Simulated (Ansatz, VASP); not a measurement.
## One calculation of HfGe3W2, two programs

```
CELL_PARAMETERS angstrom
2.62671 -4.55711 0.00000
2.62671 4.55711 0.00000
0.00000 0.00000 4.42289
ATOMIC_POSITIONS crystal
Hf 0.50000 0.50000 0.00000
Ge 0.17221 0.82779 0.00000
Ge 0.82779 0.17221 0.00000
Ge 0.00000 0.00000 0.50000
W 0.00000 0.50000 0.50000
W 0.50000 0.00000 0.50000
```

Change from the starting cell: species swapped into the LaNi3Rh2 type (Cmmm, No. 65).

Alike in both runs: functional PBE; k mesh 8 × 8 × 8; occupations gaussian, width 0.1 eV; no spin polarisation.

Ansatz relaxed the structure, and its values are those at the end. VASP's run is a single point on that final structure, the one shown.

|  | VASP | Ansatz |
| --- | --- | --- |
| version | VASP 6.6.1 | Ansatz 0.2.0 |
| potentials or method | VASP PAW PBE potentials, release 64 (Hf_pv, Ge_d, W_sv), cutoff 520 eV | scalar-relativistic, plane waves, PAW |
| valence electrons in the cell | 80 | 96 |

|  | VASP | Ansatz | Ansatz less VASP |
| --- | --- | --- | --- |
| gap on the k mesh at the Fermi level (eV) | none | none | - |
| pressure (GPa) | 0.0 | 0.0 | -0.02 |

A gap of «none» marks a metal or a gap that the smearing closes. The functional is the same, so the differences come from potentials, cutoffs and numerics. VASP's potentials hold 80 valence electrons a cell and Ansatz's 96, so a difference there can come from the potentials and not from the codes.

Spin-orbit coupling is off throughout.
